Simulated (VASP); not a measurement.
# Ca: electric field gradients with PBEsol

The system is Ca.

```xyz
1
Lattice="0.0000 2.8035 2.8035 2.8035 0.0000 2.8035 2.8035 2.8035 0.0000" Properties=species:S:1:pos:R:3 pbc="T T T"
Ca    0.0000    0.0000    0.0000
```

| Property | Result |
| --- | --- |
| Program | VASP 6.6.1 |
| Task | electric field gradients |
| Functional | PBEsol |
| Potentials or basis | VASP PAW PBE potentials, release 64 (Ca_sv) |
| Cutoff | 520 eV |
| k mesh | 11 × 11 × 11 |
| Occupations | fermi-dirac, width 0.05 eV |
| Spin | no spin polarisation |
| Dipole correction | no |
| Further INCAR settings | ALGO = Normal; EDIFF = 1e-08; NBANDS = 11 |

```yaml
Pressure: -1.3 GPa
Band_gap_on_the_k_mesh: zero (bands 5 and 6 overlap by 0.31 eV)
Largest_electric_field_gradient_by_atom: under 0.05 V/Å² on every atom
```

Levels at points of the mesh, in eV from the Fermi level:
```csv
k point,band 1,band 2,band 3,band 4,band 5,band 6,band 7,band 8,band 9,band 10
"(0.00, 0.00, 0.00)",-41.94,-22.94,-22.94,-22.94,-3.95,2.27,2.27,2.27,3.30,3.30
```

Run time: 39 s on 1 thread of AMD EPYC 7R43 64-Core Processor (Zen 3), on a shared host, peak memory 0.13 GiB.

Caveat: the PAW data sets were made with another functional, which shifts forces and pressure a little.
